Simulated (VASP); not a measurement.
Here is a VASP 6.6.1 calculation.

File INCAR:

```
SYSTEM = B
  PREC = Accurate
  ENCUT = 600
  EDIFF = 1E-7
  ISMEAR = 0
  SIGMA = 0.1
  LREAL = .False.
  LASPH = .True.
  NELM = 100
  ALGO = Normal
  ISIF = 3
  LWAVE = .False.
  LCHARG = .False.
  GGA = PE
  IBRION = 2
  NSW = 90
  EDIFFG = -0.04
```

The input KPOINTS:

```
Automatic mesh
0
Gamma
  4 4 6
  0 0 0
```

File POSCAR:

```
B
1.0
    4.3928394800      0.0000000000      0.0000000000
    0.0000000000      4.3928394800      0.0000000000
    0.0000000000      0.0000000000      2.9666095200
B
8
Direct
    0.9304124400      0.4206246800      0.1610747100
    0.0695875600      0.5793753200      0.6610747100
    0.5793753200      0.9304124400      0.9110747100
    0.4206246800      0.0695875600      0.4110747100
    0.1368851100      0.2049938400      0.7795018800
    0.8631148900      0.7950061600      0.2795018800
    0.7950061600      0.1368851100      0.5295018800
    0.2049938400      0.8631148900      0.0295018800
```

Potentials or basis: VASP PAW PBE potentials, release 64 (B).

Run with:

```sh
$ cat potpaw_PBE.64/B/POTCAR > POTCAR
$ mpirun -np 1 vasp_std > vasp.out
```

Task: What does it give for the relaxed volume?

Result: 7.92 Å³/atom.

Task: Estimate the space group after relaxing (to 0.05 Å).

Result: P4_3 (No. 78).

Task: Estimate the relaxed cell.

Result: a = 4.582 Å, b = 4.582 Å, c = 3.019 Å, α = 90.00°, β = 90.00°, γ = 90.00°.

Task: Estimate the band gap on the k mesh.

Result: Zero (band 12 reaches 5.70 eV, above the bottom of band 13 at 5.68 eV).

Stress tensor (GPa, compression positive):
```
 0.10  0.00  0.00
 0.00  0.10  0.00
 0.00  0.00 -0.36
```
